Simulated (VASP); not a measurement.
Set up this calculation in VASP 6.6.1, as the native input.

```yaml
Task: single point
Functional: PBEsol
Potentials_or_basis: VASP PAW PBE potentials, release 64 (N)
Cutoff: 520 eV
k_mesh: 6 × 6 × 6
Occupations: gaussian, width 0.05 eV
Spin: no spin polarisation
Dipole_correction: no
Further_INCAR_settings: ALGO = Normal; EDIFF = 1e-06; NBANDS = 18
```

The structure of N lies in POSCAR:

```
N
1.0
    3.9563505185      0.0000000000      0.0000000000
    0.0000000000      3.9563505185      0.0000000000
    0.0000000000      0.0000000000      5.6966171168
N
4
Direct
    0.9042752000      0.9042752000      0.0000000000
    0.5957248000      0.4042752000      0.5000000000
    0.0957248000      0.0957248000      0.0000000000
    0.4042752000      0.5957248000      0.5000000000
```

This cell differs from its parent crystal: ratio of the length along z to the lengths across it x 1.1, volume and fractional coordinates fixed.

The input as run:

INCAR

```
SYSTEM = N
PREC = Accurate ; ENCUT = 520
EDIFF = 1E-6 ; ISMEAR = 0
SIGMA = 0.05 ; LREAL = .FALSE.
LASPH = .TRUE. ; NELM = 60
ALGO = Normal ; ISIF = 2
LWAVE = .FALSE. ; LCHARG = .FALSE.
GGA = PS ; NBANDS = 18
```

KPOINTS

```
Automatic mesh
0
G
  6 6 6
  0 0 0
```

Potentials or basis: VASP PAW PBE potentials, release 64 (N).

Launch:

```bash
$ cat potpaw_PBE.64/N/POTCAR > POTCAR
$ mpirun -np 1 vasp_std > vasp.out
```

It gave:

- Pressure: 9.2 GPa
- Largest force: 7.174 eV/Å
- Band gap on the k mesh: 7.19 eV (least direct gap 7.57 eV)

Caveat: the standard files for N, O and F lose accuracy on very short bonds; the cell stands under pressure; this functional lacks dispersion, which holds the molecules together, so the pressure and a relaxed volume are unreliable; the PAW data sets were made with another functional, which shifts forces and pressure a little.

Wall time 44 s on 1 thread of Intel(R) Xeon(R) Platinum 8488C (Sapphire Rapids), on a shared host, peak memory 0.19 GiB.
